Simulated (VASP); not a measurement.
# Ir (I4/mmm) in VASP: notebook, part 2 of 2

VASP 6.6.1. The steps go on from the part before.

### 4 Single point, PBEsol (strain +0.025 along x and y, -0.025 along z)

INCAR reads:

```
ALGO = Normal ; EDIFF = 1E-6
ENCUT = 520 ; GGA = PS
ISIF = 2 ; ISMEAR = 0
LASPH = True ; LCHARG = True
LELF = True ; LREAL = False
LVHAR = True ; LWAVE = False
NBANDS = 10 ; NELM = 60
PREC = Accurate ; SIGMA = 0.15
```

KPOINTS reads:

```
k-points
0
Gamma
  22 22 22
```

POSCAR reads:

```
Ir
1.0
    0.0000000000      1.9676925000      1.8717075000
    1.9676925000      0.0000000000      1.8717075000
    1.9676925000      1.9676925000      0.0000000000
Ir
1
Direct
    0.0000000000      0.0000000000      0.0000000000
```

Potentials or basis: VASP PAW PBE potentials, release 64 (Ir).

Started as:

```sh
> cat potpaw_PBE.64/Ir/POTCAR > POTCAR
> mpirun -np 1 vasp_std > vasp.out
```

OUTCAR:

```text
EDIFF = 1E-6
   ENCUT = 520
   GGA = PS
   ISIF = 2
   ISMEAR = 0
   LASPH = True
   LREAL = False
   NELM = 60
   PREC = Accurate

 ion  position               nearest neighbor table
   1  0.000  0.000  0.000-

  LATTYP: Found a body centered tetragonal cell.
 ALAT       =     2.7827374201
 C/A-ratio  =     1.3452275349

  Lattice vectors:

 A1 = (   0.0000000000,  -1.9676925000,  -1.8717075000)
 A2 = (   0.0000000000,   1.9676925000,  -1.8717075000)
 A3 = (   1.9676925000,   0.0000000000,   1.8717075000)

Analysis of symmetry for initial positions (statically):
=====================================================================
 Subroutine PRICEL returns:
 Original cell was already a primitive cell.

 Routine SETGRP: Setting up the symmetry group for a
 body centered tetragonal supercell.

 Subroutine GETGRP returns: Found 16 space group operations
 (whereof 16 operations were pure point group operations)
 out of a pool of 16 trial point group operations.

The static configuration has the point symmetry D_4h.

Analysis of symmetry for dynamics (positions and initial velocities):
=====================================================================
 Subroutine PRICEL returns:
 Original cell was already a primitive cell.

 Routine SETGRP: Setting up the symmetry group for a
 body centered tetragonal supercell.

 Subroutine GETGRP returns: Found 16 space group operations
 (whereof 16 operations were pure point group operations)
 out of a pool of 16 trial point group operations.

The dynamic configuration has the point symmetry D_4h.

 Subroutine INISYM returns: Found 16 space group operations
 (whereof 16 operations are pure point group operations),
 and found     1 'primitive' translations

----------------------------------------------------------------------------------------

                                     Primitive cell

  volume of cell :      14.4938

  direct lattice vectors                    reciprocal lattice vectors
     0.000000000  1.967692500  1.871707500    -0.254104745  0.254104745  0.267135757
     1.967692500  0.000000000  1.871707500     0.254104745 -0.254104745  0.267135757
     1.967692500  1.967692500  0.000000000     0.254104745  0.254104745 -0.267135757

  length of vectors
     2.715714039  2.715714039  2.782737420     0.447772213  0.447772213  0.447772213

  position of ions in fractional coordinates (direct lattice)
     0.000000000  0.000000000  0.000000000

  ion indices of the primitive-cell ions
   primitive index   ion index
                 1           1

----------------------------------------------------------------------------------------

 KPOINTS: k-points

Automatic generation of k-mesh.
 Grid dimensions read from file:
 generate k-points for:   22   22   22

 Generating k-lattice:

  Cartesian coordinates                     Fractional coordinates (reciprocal lattice)
    -0.011550216  0.011550216  0.012142534     0.045454545  0.000000000  0.000000000
     0.011550216 -0.011550216  0.012142534     0.000000000  0.045454545  0.000000000
     0.011550216  0.011550216 -0.012142534    -0.000000000 -0.000000000  0.045454545

  Length of vectors
     0.020353282  0.020353282  0.020353282

  Shift w.r.t. Gamma in fractional coordinates (k-lattice)
     0.000000000  0.000000000  0.000000000

 Subroutine IBZKPT returns following result:
 ===========================================

 Found    834 irreducible k-points:

 Following reciprocal coordinates:
            Coordinates               Weight
  0.000000  0.000000  0.000000      1.000000
  0.045455  0.000000  0.000000      8.000000
  0.090909  0.000000  0.000000      8.000000
  0.136364  0.000000  0.000000      8.000000
  0.181818  0.000000  0.000000      8.000000
  0.227273  0.000000  0.000000      8.000000
[... 16 lines left out ...]
  0.500000  0.045455  0.000000      8.000000
 -0.454545  0.045455  0.000000      8.000000
 [... further k-points ...]
   k-points           NKPTS =    834   k-points in BZ     NKDIM =    834   number of bands    NBANDS=     10
   number of dos      NEDOS =    301   number of ions     NIONS =      1
   total plane-waves  NPLWV =   9600
   dimension x,y,z NGX =    20 NGY =   20 NGZ =   24
   dimension x,y,z NGXF=    40 NGYF=   40 NGZF=   48
   ions per type =               1
   NGX,Y,Z   is equivalent  to a cutoff of  12.24, 12.24, 14.34 a.u.
   NGXF,Y,Z  is equivalent  to a cutoff of  24.49, 24.49, 28.68 a.u.
 SYSTEM =  unknown system
   PREC   = accura    normal or accurate (medium, high low for compatibility)
   ISTART =      0    job   : 0-new  1-cont  2-samecut
   ICHARG =      2    charge: 1-file 2-atom 10-const
   ISPIN  =      1    spin polarized calculation?
   LNONCOLLINEAR =      F non collinear calculations
   LSORBIT =      F    spin-orbit coupling
   LASPH  =      T    aspherical Exc in radial PAW
   ENCUT  =  520.0 eV  38.22 Ry    6.18 a.u.   5.05  5.05  5.17*2*pi/ulx,y,z
   NELM   =     60;   NELMIN=  2; NELMDL= -5     # of ELM steps
   EDIFF  = 0.1E-05   stopping-criterion for ELM
   LREAL  =      F    real-space projection
   EDIFFG = 0.1E-04   stopping-criterion for IOM
   NSW    =      0    number of steps for IOM
   IBRION =     -1    ionic relax: 0-MD 1-quasi-New 2-CG
   NFREE  =      0    steps in history (QN), initial steepest desc. (CG)
   ISIF   =      2    stress and relaxation
   ISYM   =      2    0-nonsym 1-usesym 2-fastsym
   POTIM  = 0.5000    time-step for ionic-motion
   TEBEG  =    0.0;   TEEND  =   0.0 temperature during run
   PSTRESS=    0.0 pullay stress
   NELECT =       9.0000    total number of electrons
   NUPDOWN=      -1.0000    fix difference up-down
   EMIN   =  10.00;   EMAX   =-10.00  energy-range for DOS
   EFERMI =   0.00;   METHOD = LEGACY
   ISMEAR =     0;   SIGMA  =   0.15  broadening in eV -4-tet -1-fermi 0-gaus
   EFERMI_NEDOS =   21; number of points for ismear=-14 and -15
   IALGO  =     38    algorithm
   IMIX   =      4    mixing-type and parameters
     AMIX     =   0.40;   BMIX     =  1.00
     AMIX_MAG =   1.60;   BMIX_MAG =  1.00
  volume/ion in A,a.u.               =      14.49        97.81
  Fermi-wavevector in a.u.,A,eV,Ry     =   1.396673  2.639330 26.540837  1.950697
  Thomas-Fermi vector in A             =   2.520005
   LORBIT       =      0    0 simple, 1 ext, 2 COOP (PROOUT), +10 PAW based schemes
   GGA     = PS    functional components
   LHFCALC =     F    Hartree Fock is set to
   AEXX    =    0.0000 exact exchange contribution
   IVDW    =     0    specifies the selected vdW correction
   LEPSILON=     F    determine dielectric tensor
   LRPA    =     F    only Hartree local field effects (RPA)
 non-spin polarized calculation
 Gauss-broadening in eV      SIGMA  =   0.15
  energy-cutoff  :      520.00
  volume of cell :       14.49
 maximum number of plane-waves:       408
   NGX =  9   NGY =  9   NGZ = 11

 number of electron       9.0000000 magnetization

 Free energy of the ion-electron system (eV)
  ---------------------------------------------------
  ext. energy  EPLUGINS =         0.00000000
  ---------------------------------------------------
  free energy    TOTEN  =        -9.78296612 eV

  energy without entropy =       -9.77053638  energy(sigma->0) =       -9.77675125

 E-fermi :   9.7956     XC(G=0): -13.9593

 val. band max:        9.7930877754   @ k =  -0.1818  -0.0000   0.1364
 cond. band min:       9.7957040139   @ k =   0.3182   0.2727   0.0000
 fundamental gap:      0.0026162385
 Fermi energy:         9.7956027070

 k-point     1 :       0.0000    0.0000    0.0000
  band No.  band energies     occupation
      1      -1.0994      2.00000
      2       5.8840      2.00000
      3       5.8840      2.00000
      4       6.4919      2.00000
      5       8.2599      2.00000
      6       9.0640      2.00000
      7      24.2387      0.00000
      8      29.1142      0.00000
      9      29.1142      0.00000
     10      30.7041      0.00000

 k-point     2 :       0.0455    0.0000    0.0000
  band No.  band energies     occupation
      1      -1.0093      2.00000
      2       5.8693      2.00000
      3       5.9228      2.00000
      4       6.4968      2.00000
      5       8.2419      2.00000
      6       9.0318      2.00000
      7      24.3932      0.00000
      8      28.8359      0.00000
      9      29.2584      0.00000
     10      30.5823      0.00000
[... 274 lines left out ...]
 k-point    24 :      -0.4545    0.0455    0.0000
  band No.  band energies     occupation
      1       2.0230      2.00000
      2       5.7217      2.00000
      3       6.2522      2.00000
      4       8.5615      2.00000
      5      10.7319      0.00000
      6      10.9306      0.00000
      7      17.0456      0.00000
      8      23.8916      0.00000
      9      29.1379      0.00000
     10      29.6407      0.00000

 [... further k-points ...]
[... 5 lines left out ...]
  --------------------------------------------------------------------------------------
  -------------------------------------------------------------------------------------
  Total       -1.3904882     -1.3904882      0.1416997      0.0000000      0.0000000     -0.0000000
  in kB     -153.7076400   -153.7076400     15.6637995      0.0000000      0.0000000     -0.0000000
  external PRESSURE =     -97.2504935 kB  Pullay stress =       0.0000000 kB

 VOLUME and BASIS-vectors are now :
 -----------------------------------------------------------------------------
  energy-cutoff  :      520.00
  volume of cell :       14.49
      direct lattice vectors                 reciprocal lattice vectors
     0.000000000  1.967692500  1.871707500    -0.254104745  0.254104745  0.267135757
     1.967692500  0.000000000  1.871707500     0.254104745 -0.254104745  0.267135757
     1.967692500  1.967692500  0.000000000     0.254104745  0.254104745 -0.267135757

 POSITION                                       TOTAL-FORCE (eV/Angst)
 -----------------------------------------------------------------------------------
      0.00000      0.00000      0.00000         0.000000      0.000000      0.000000
 -----------------------------------------------------------------------------------
    total drift:                                0.000000     -0.000000      0.000000

  FREE ENERGIE OF THE ION-ELECTRON SYSTEM (eV)
  ---------------------------------------------------
  free  energy   TOTEN  =        -9.7829661209 eV

  energy  without entropy=       -9.7705363821  energy(sigma->0) =       -9.77675125
```

OSZICAR:

```text
N       E                     dE             d eps       ncg     rms          rms(c)
DAV:   1     0.470664941025E+02    0.47066E+02   -0.43611E+03 16800   0.817E+02
DAV:   2    -0.951718062708E+01   -0.56584E+02   -0.53596E+02 17064   0.195E+02
DAV:   3    -0.104201734074E+02   -0.90299E+00   -0.89973E+00 19562   0.300E+01
DAV:   4    -0.104283427167E+02   -0.81693E-02   -0.81677E-02 18858   0.266E+00
DAV:   5    -0.104285066793E+02   -0.16396E-03   -0.16396E-03 19080   0.361E-01    0.148E+01
DAV:   6    -0.988006611718E+01    0.54844E+00   -0.10246E+00 18676   0.122E+01    0.572E+00
DAV:   7    -0.978986971987E+01    0.90196E-01   -0.27780E-01 19780   0.575E+00    0.149E+00
DAV:   8    -0.978731725096E+01    0.25525E-02   -0.19822E-03 17892   0.446E-01    0.116E+00
DAV:   9    -0.978296773577E+01    0.43495E-02   -0.22240E-03 18436   0.677E-01    0.245E-02
DAV:  10    -0.978296417216E+01    0.35636E-05   -0.12261E-05 23948   0.357E-02    0.150E-02
DAV:  11    -0.978296607757E+01   -0.19054E-05   -0.95876E-07 15380   0.619E-03    0.120E-03
DAV:  12    -0.978296612091E+01   -0.43334E-07   -0.24655E-08  8948   0.179E-03
   1 F= -.97829661E+01 E0= -.97767513E+01  d E =-.124297E-01
```

stdout:

```text
POSCAR found type information on POSCAR Ir
 POSCAR found :  1 types and       1 ions
 scaLAPACK will be used
 -----------------------------------------------------------------------------
|                                                                             |
|                                                                             |
|     You enforced a specific xc type in the INCAR file but a different       |
|     I HOPE YOU KNOW WHAT YOU ARE DOING!                                     |
|                                                                             |
 -----------------------------------------------------------------------------

 LDA part: xc-table for (Slater+PW92), standard interpolation
 POSCAR, INCAR and KPOINTS ok, starting setup
 FFT: planning ... GRIDC
 FFT: planning ... GRID_SOFT
 FFT: planning ... GRID
 WAVECAR not read
 entering main loop
```

It took 66 s on 1 thread of Intel Xeon 6975P-C, shared host; peak memory 0.25 GiB.

Results:

```
Free energy : -9.7830 eV
Pressure    : -9.7 GPa
```

Stress tensor (GPa, compression positive):
```
-15.37   0.00   0.00
  0.00 -15.37   0.00
  0.00   0.00   1.57
```

Levels at points of the mesh, in eV from the Fermi level:
```
           k point  band 1  band 2  band 3  band 4  band 5  band 6  band 7  band 8  band 9
(0.00, 0.00, 0.00)  -10.90   -3.91   -3.91   -3.30   -1.54   -0.73   14.44   19.32   19.32
(0.50, 0.00, 0.00)   -7.85   -4.15   -3.46   -0.71    0.70    1.08    7.04   13.87   19.15
(0.50, 0.50, 0.00)   -7.58   -7.11    0.84    1.48    1.48    2.40   10.98   10.98   11.06
(0.50, 0.00, 0.50)   -7.65   -7.03    0.85    1.12    1.35    1.71    9.74   11.64   12.18
```

Caveat: the cell differs from its parent crystal (strain +0.025 along x and y, -0.025 along z); the PAW data sets were made with another functional, which shifts forces and pressure a little; spin-orbit coupling is left out, which moves the levels of the heavy elements.

### 5 The runs side by side

| cell | gap on the mesh (eV) | pressure (GPa) |
| --- | --- | --- |
| a = 2.784, b = 2.784, c = 2.851 Å, angles 59.2, 59.2, 61.6°, 1 atom | none | -30.0 |
| a = 2.683, b = 2.683, c = 2.783 Å, angles 58.8, 58.8, 62.5°, 1 atom | none | 0.2 |
| a = 2.716, b = 2.716, c = 2.783 Å, angles 59.2, 59.2, 61.6°, 1 atom | none | -9.7 |

Alike in all rows: task single point; level PBEsol; potentials or basis VASP PAW PBE potentials, release 64 (Ir); no spin polarisation; k mesh 22 × 22 × 22; cutoff (eV) 520; smearing gaussian 0.15 eV.

Caveats: the PAW data sets were made with another functional, which shifts forces and pressure a little; spin-orbit coupling is left out, which moves the levels of the heavy elements.

Total energies depend on the potentials used, so only differences within one code and one set of settings carry meaning.
